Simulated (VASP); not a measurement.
Set up this calculation in VASP 6.6.1, as the native input.

```
Task                   : electric field gradients
Functional             : PBE
Potentials or basis    : VASP PAW PBE potentials, release 64 (Ca_sv, Se)
Cutoff                 : 520 eV
k mesh                 : 7 × 7 × 7
Occupations            : fermi-dirac, width 0.01 eV
Spin                   : no spin polarisation
Dipole correction      : no
Further INCAR settings : ALGO = Normal; EDIFF = 1e-08; NBANDS = 15
```

The structure of CaSe lies in POSCAR:

```
CaSe
1.0
    0.0000000000      3.0044676307      3.0044676307
    3.0044676307      0.0000000000      3.0044676307
    3.0044676307      3.0044676307      0.0000000000
Ca Se
1 1
Direct
    0.0000000000      0.0000000000      0.0000000000
    0.5000000000      0.5000000000      0.5000000000
```

This cell differs from its parent crystal: volume scaled by 1.05.

One way to write it, as run:

INCAR

```
SYSTEM = CaSe
PREC = Accurate
ENCUT = 520
EDIFF = 1E-8
ISMEAR = -1
SIGMA = 0.01
LREAL = .False.
LASPH = .True.
NELM = 80
ALGO = Normal
ISIF = 2
LWAVE = .False.
LCHARG = .False.
GGA = PE
LEFG = .True.
NBANDS = 15
```

KPOINTS

```
regular mesh
0
Gamma
  7 7 7
  0 0 0
```

Potentials or basis: VASP PAW PBE potentials, release 64 (Ca_sv, Se).

Launch:

```sh
$ cat potpaw_PBE.64/Ca_sv/POTCAR potpaw_PBE.64/Se/POTCAR > POTCAR
$ mpirun -np 1 vasp_std > vasp.out
```

Results of the run:

```yaml
Pressure: -1.0 GPa
Band_gap_on_the_k_mesh: 2.19 eV, indirect (least direct gap 3.05 eV)
```

Caveat: without QUAD_EFG the Cq values of the log hold for a quadrupole moment of 1 mb, not for the nuclei.

Run time: 14 s on 1 thread of Intel(R) Xeon(R) Platinum 8375C CPU @ 2.90GHz (Ice Lake) (shared host), peak memory 0.18 GiB.
